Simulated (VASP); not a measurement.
Set up this calculation in VASP 6.6.1, as the native input.

| Property | Result |
| --- | --- |
| Task | single point |
| Functional | PBE |
| Dispersion | D3(BJ) |
| Potentials or basis | VASP PAW PBE potentials, release 64 (Sn_d, O) |
| Cutoff | 520 eV |
| k mesh | 9 × 9 × 1 |
| Occupations | gaussian, width 0.1 eV |
| Spin | no spin polarisation |
| Dipole correction | yes |
| Further INCAR settings | LREAL = Auto; ALGO = Normal; EDIFF = 1e-06; NBANDS = 116 |

The structure of SnO lies in POSCAR:

```
SnO
1.0
    3.8360583204      0.0000000000      0.0000000000
   -0.0000106613      3.8360583204      0.0000000000
    0.0000000000      0.0000000000     36.3529200406
Sn O
10 10
Direct
    1.0000458547      1.0000458547      0.2051790114
    0.5000482012      0.5000482012      0.2694328298
   -0.0002385735     -0.0002385735      0.3370061465
    0.4997605843      0.4997605843      0.4007497210
    1.0002575013      1.0002575013      0.4681316723
    0.5002485337      0.5002485337      0.5318810001
   -0.0002487200     -0.0002487200      0.5992424670
    0.4997700779      0.4997700779      0.6629860988
    1.0000572881      1.0000572881      0.7305714080
    0.5000371886      0.5000371886      0.7948251529
    1.0000216134      0.5000126627      0.2373377709
    0.5000126627      1.0000216134      0.2373377709
   -0.0002230186      0.4997851813      0.3688753032
    0.4997851813     -0.0002230186      0.3688753032
    1.0002378312      0.5002347889      0.5000063393
    0.5002347889      1.0002378312      0.5000063393
   -0.0002181863      0.4997796856      0.6311169712
    0.4997796856     -0.0002181863      0.6311169712
    1.0000157933      0.5000183676      0.7626664613
    0.5000183676      1.0000157933      0.7626664613
```

These files were run (other wordings do the same):

INCAR

```
SYSTEM = SnO
ALGO = Normal
DIPOL = 0.5 0.5 0.500
EDIFF = 1E-6
ENCUT = 520
GGA = PE
IDIPOL = 3
ISIF = 2
ISMEAR = 0
IVDW = 12
KPAR = 4
LASPH = .True.
LCHARG = .False.
LDIPOL = .True.
LREAL = Auto
LWAVE = .False.
NBANDS = 116
NELM = 80
PREC = Accurate
SIGMA = 0.1
```

KPOINTS

```
k-points
0
Gamma
  9 9 1
  0 0 0
```

Potentials or basis: VASP PAW PBE potentials, release 64 (Sn_d, O).

Command:

```bash
$ cat potpaw_PBE.64/Sn_d/POTCAR potpaw_PBE.64/O/POTCAR > POTCAR
$ mpirun -np 4 vasp_std > vasp.out
```

It gave:

| Quantity | Value |
| --- | --- |
| Largest force | 0.093 eV/Å |
| Band gap on the k mesh | 0.35 eV (least direct gap 1.74 eV) |
| Dispersion energy per atom | -0.213 eV |

Caveat: semilocal functionals underestimate gaps, and a narrow one can read as zero; spin-orbit coupling is left out, which moves the levels of the heavy elements.

Wall time 18 min on 4 MPI ranks on Intel(R) Xeon(R) Platinum 8259CL CPU @ 2.50GHz (Skylake/Cascade Lake), with other jobs on the host, peak memory 1.1 GiB a rank.
